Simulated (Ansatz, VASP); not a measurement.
## Rb in VASP and in Ansatz

File POSCAR:

```
Rb
1.0
   -2.7836907084      2.7836907084      2.7836907084
    2.7836907084     -2.7836907084      2.7836907084
    2.7836907084      2.7836907084     -2.7836907084
Rb
1
Direct
    0.0000000000      0.0000000000      0.0000000000
```

Contents of INCAR.step1:

```
SYSTEM = Rb
ALGO = Normal
EDIFF = 1E-4
ENCUT = 520
GGA = PE
ISMEAR = -1
LASPH = .True.
LCHARG = .False.
LREAL = .False.
LWAVE = .True.
NBANDS = 10
NELM = 80
PREC = Accurate
SIGMA = 0.05
```

INCAR.step2

```
SYSTEM = Rb
ALGO = Normal
EDIFF = 1E-7
ENCUT = 520
ISIF = 2
ISMEAR = -1
ISTART = 1
LASPH = .True.
LCHARG = .False.
LMIXTAU = .True.
LREAL = .False.
LWAVE = .False.
METAGGA = R2SCAN
NBANDS = 10
NELM = 80
PREC = Accurate
SIGMA = 0.05
```

Contents of KPOINTS:

```
k-points
0
Gamma
  7 7 7
  0 0 0
```

input.yaml

```yaml
crystal:
  lattice:
    - [-2.7836907084, 2.7836907084, 2.7836907084]
    - [2.7836907084, -2.7836907084, 2.7836907084]
    - [2.7836907084, 2.7836907084, -2.7836907084]
  atoms:
    - { symbol: Rb, position: [0.0, 0.0, 0.0] }
hamiltonian:
  xc: r2scan
  pseudopotentials: { kind: paw }
kpoints:
  mp_grid: { grid: [7, 7, 7] }
scf:
  occupations: { method: fermi_dirac, width: 0.05 }
output:
  forces: true
  stress: true
  eigenvalues: true
```

Alike in both runs: task single point; functional r2SCAN; k mesh 7 × 7 × 7; occupations fermi-dirac, width 0.05 eV; no spin polarisation.

|  | VASP | Ansatz |
| --- | --- | --- |
| version | VASP 6.6.1 | Ansatz 0.2.0 |
| potentials or method | VASP PAW PBE potentials, release 64 (Rb_sv) | Ansatz PAW |
| plane-wave cutoff (eV) | 520 | 500 |
| valence electrons in the cell | 9 | 9 |

```csv
,VASP,Ansatz,Ansatz less VASP
gap on the k mesh at the Fermi level (eV),none,none,-
pressure (GPa),0.3,0.3,-0.01
```

VASP's potentials were made for PBE, not for r2SCAN. A gap of «none» marks a metal or a gap that the smearing closes.
